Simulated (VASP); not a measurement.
Set up this calculation in VASP 6.6.1, as the native input.

| Quantity | Value |
| --- | --- |
| Task | single point |
| Functional | PBE |
| Potentials or basis | VASP PAW PBE potentials, release 64 (Sr_sv, Cl) |
| Cutoff | 520 eV |
| k mesh | 6 × 6 × 6 |
| Occupations | gaussian, width 0.05 eV |
| Spin | no spin polarisation |
| Dipole correction | no |
| Further INCAR settings | ALGO = Normal; EDIFF = 1e-07; NBANDS = 19 |

The structure of SrCl2 lies in POSCAR:

```
SrCl2
1.0
    0.0000000000      3.4817946549      3.5953011607
    3.4817946549      0.0000000000      3.5953011607
    3.4817946549      3.4817946549      0.0000000000
Sr Cl
1 2
Direct
    0.0000000000      0.0000000000      0.0000000000
    0.2500000000      0.2500000000      0.2500000000
    0.7500000000      0.7500000000      0.7500000000
```

These files were run (other wordings do the same):

INCAR

```
PREC = Accurate
ENCUT = 520
EDIFF = 1E-7
ISMEAR = 0
SIGMA = 0.05
LREAL = F
LASPH = T
NELM = 60
ALGO = Normal
ISIF = 2
LWAVE = F
LCHARG = F
GGA = PE
NBANDS = 19
```

KPOINTS

```
regular mesh
0
Gamma
  6 6 6
```

Potentials or basis: VASP PAW PBE potentials, release 64 (Sr_sv, Cl).

Run with:

```bash
$ cat potpaw_PBE.64/Sr_sv/POTCAR potpaw_PBE.64/Cl/POTCAR > POTCAR
$ mpirun -np 1 vasp_std > vasp.out
```

Results of the run:

```yaml
Pressure: 0.1 GPa
Band_gap_on_the_k_mesh: 5.14 eV (least direct gap 5.44 eV)
```

Wall time 36 s on 1 thread of Intel(R) Xeon(R) Platinum 8488C (Sapphire Rapids), with other jobs on the host, peak memory 0.25 GiB.
